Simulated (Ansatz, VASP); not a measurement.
Bi3Te2S: VASP beside Ansatz

INCAR

```
PREC     = Accurate       # precision mode
ENCUT    = 600            # plane-wave cutoff, eV
EDIFF    = 1E-6           # SCF threshold, eV
ISMEAR   = 0              # smearing method
SIGMA    = 0.1            # smearing width, eV
LREAL    = F              # projectors in reciprocal space
LASPH    = T              # aspherical terms in the spheres
NELM     = 100            # most SCF steps
ALGO     = Normal         # electronic algorithm
ISIF     = 3              # what is computed and relaxed
LWAVE    = F              # write WAVECAR
LCHARG   = F              # write CHGCAR
GGA      = PE             # functional
IBRION   = 2              # ionic algorithm
NSW      = 90             # ionic steps
EDIFFG   = -0.04          # ionic threshold
```

KPOINTS

```
regular mesh
0
Gamma
  3 3 4
```

Contents of POSCAR:

```
Bi3Te2S
1.0
    5.8371901180      0.0000000000      0.0000000000
   -2.9185950590      5.0551549289      0.0000000000
    0.0000000000      0.0000000000      6.5060308012
Bi Te S
3 2 1
Direct
    0.6740261934      0.0000000000      0.5161811690
    0.0000000000      0.6740261934      0.5161811690
    0.3259738066      0.3259738066      0.5161811690
    0.3333333333      0.6666666667      0.9482809429
    0.6666666667      0.3333333333      0.9482809429
    0.0000000000      0.0000000000      0.2114777772
```

Input for Ansatz:

```yaml
crystal:
  lattice:
    - [5.837190118, 0.0, 0.0]
    - [-2.918595059, 5.0551549289, 0.0]
    - [0.0, 0.0, 6.5060308012]
  atoms:
    - { symbol: Bi, position: [0.6740261934, 0.0, 0.516181169] }
    - { symbol: Bi, position: [0.0, 0.6740261934, 0.516181169] }
    - { symbol: Bi, position: [0.3259738066, 0.3259738066, 0.516181169] }
    - { symbol: Te, position: [0.3333333333, 0.6666666667, 0.9482809429] }
    - { symbol: Te, position: [0.6666666667, 0.3333333333, 0.9482809429] }
    - { symbol: S, position: [0.0, 0.0, 0.2114777772] }
basis:
  ecutwfc: 420
kpoints:
  mp_grid: { grid: [3, 3, 4] }
hamiltonian:
  xc: pbe
scf:
  occupations: { method: gaussian, width: 0.1 }
  lower_state_search: "off"
output:
  forces: true
  stress: true
  eigenvalues: true
relax:
  adjacent_minimum: "off"
  f_tol: 0.04
  max_steps: 70
  cell: { stress_tol: 0.4 }
```

Alike in both runs: task relaxation of cell and atoms; functional PBE; k mesh 3 × 3 × 4; occupations gaussian, width 0.1 eV; no spin polarisation.

```csv
,VASP,Ansatz
version,VASP 6.6.1,Ansatz 0.2.0
potentials or method,"VASP PAW PBE potentials, release 64 (Bi_d, Te, S), cutoff 600 eV","scalar-relativistic, plane waves, PAW"
valence electrons in the cell,63,83
```

Ansatz gave:

| Item | Value |
| --- | --- |
| gap on the k mesh at the Fermi level, each at its own relaxed structure (eV) | none |
| relaxed volume (Å³/atom) | 32.18 |
| relaxed length of the cell vector where the two differ most in proportion (Å) | 6.398 |

Question: Which values does VASP return?

Answer: gap on the k mesh at the Fermi level, each at its own relaxed structure (eV): none; relaxed volume (Å³/atom): 32.00; relaxed length of the cell vector where the two differ most in proportion (Å): 6.353.

A gap of «none» marks a metal or a gap that the smearing closes. VASP's potentials hold 63 valence electrons a cell and Ansatz's 83, so a difference there can come from the potentials and not from the codes.

The k mesh is coarse, so the values compare programs but aren't converged. Spin-orbit coupling is off throughout.
